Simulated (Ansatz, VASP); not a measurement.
**TiTe2 in VASP and in Ansatz**

```
Te Ti
1.0
     3.77700    0.00000    0.00000
    -1.88850    3.27098    0.00000
     0.00000    0.00000    6.49800
Te Ti
2 1
Direct
  0.33333 0.66667 0.73720
  0.66667 0.33333 0.26280
  0.00000 0.00000 0.00000
```

Alike in both runs: functional PBEsol; k mesh 8 × 8 × 4; occupations fermi-dirac, width 0.05 eV; non-collinear spin, spin-orbit coupling.

```csv
,VASP,Ansatz
version,VASP 6.6.1,Ansatz 0.2.0
potentials or method,"VASP PAW PBE potentials, release 64 (Te, Ti_sv)",Ansatz PAW
plane-wave cutoff (eV),520,420
valence electrons in the cell,24,44
task,single point,band structure
```

VASP gave:

| Property | Result |
| --- | --- |
| pressure (GPa) | -2.1 |
| traceless stress, the component that is largest in VASP (GPa) | 0.48 |
| rms of the force components (eV/Å) | 0.046 |
| net moment per atom (μB) | 0.00 |

Estimate Ansatz's values.

pressure (GPa): -2.2; traceless stress, the component that is largest in VASP (GPa): 0.46; rms of the force components (eV/Å): 0.057; net moment per atom (μB): 0.00.

VASP's potentials were made for PBE, not for PBEsol. Atom by atom the forces differ by 0.011 eV/Å (rms over components). With one functional, cell and mesh, what is left measures potentials, basis and numerics. VASP's potentials hold 24 valence electrons a cell and Ansatz's 44, so a difference there can come from the potentials and not from the codes.
